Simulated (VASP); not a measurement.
Write the native input for VASP 6.6.1 that does the following.

```yaml
Task: single point
Functional: HSE06
Potentials_or_basis: VASP PAW PBE potentials, release 64 (K_sv, Br)
Cutoff: 520 eV
k_mesh: 4 × 4 × 4
Occupations: gaussian, width 0.01 eV
Spin: no spin polarisation
Dipole_correction: no
Grid_for_exact_exchange_PRECFOCK: Normal
Further_INCAR_settings: ALGO = Normal; EDIFF = 1e-06; NBANDS = 15
Share_of_exact_exchange: 0.25
Screening_parameter: 0.2079 1/Å
```

Crystal: KBr.

```
K Br
1.0
     0.00000    3.16010    3.33779
     3.16010    0.00000    3.33779
     3.16010    3.16010    0.00000
K Br
1 1
Direct
  0.00000 0.00000 0.00000
  0.50000 0.50000 0.50000
```

This cell differs from its parent crystal: epitaxial xy strain -4.3%.

One way to write it, as run:

POSCAR

```
KBr
1.0
    0.0000000000      3.1601035756      3.3377858742
    3.1601035756      0.0000000000      3.3377858742
    3.1601035756      3.1601035756      0.0000000000
K Br
1 1
Direct
    0.0000000000      0.0000000000      0.0000000000
    0.5000000000      0.5000000000      0.5000000000
```

INCAR.step1

```
SYSTEM = KBr
PREC = Accurate ; ENCUT = 520
EDIFF = 1E-5 ; ISMEAR = 0
SIGMA = 0.01 ; LREAL = .False.
LASPH = .True. ; NELM = 60
ALGO = Normal ; ISIF = 2
LWAVE = .True. ; LCHARG = .False.
GGA = PE ; NBANDS = 15
```

INCAR.step2

```
SYSTEM = KBr
PREC = Accurate ; ENCUT = 520
EDIFF = 1E-6 ; ISMEAR = 0
SIGMA = 0.01 ; LREAL = .False.
LASPH = .True. ; NELM = 60
ALGO = Normal ; ISIF = 2
LWAVE = .False. ; LCHARG = .False.
GGA = PE ; LHFCALC = .True.
HFSCREEN = 0.2079 ; PRECFOCK = Normal
ISTART = 1 ; NBANDS = 15
```

KPOINTS

```
regular mesh
0
Gamma
  4 4 4
  0 0 0
```

Potentials or basis: VASP PAW PBE potentials, release 64 (K_sv, Br).

The run is started by

```console
$ cat potpaw_PBE.64/K_sv/POTCAR potpaw_PBE.64/Br/POTCAR > POTCAR
$ cp INCAR.step1 INCAR
$ mpirun -np 1 vasp_std > vasp.out
$ cp INCAR.step2 INCAR
$ mpirun -np 1 vasp_std > vasp.out
```

It gave:

```json
{
  "Pressure": "2.2 GPa",
  "Band gap on the k mesh": "5.80 eV"
}
```

Caveat: the k points lie up to 0.42 Å⁻¹ apart; the cell differs from its parent crystal (epitaxial xy strain -4.3%); the PAW data sets were made with another functional, which shifts forces and pressure a little.

It took 16 min on 1 thread of Intel(R) Xeon(R) Platinum 8259CL CPU @ 2.50GHz (Skylake/Cascade Lake) (shared host), peak memory 0.32 GiB.
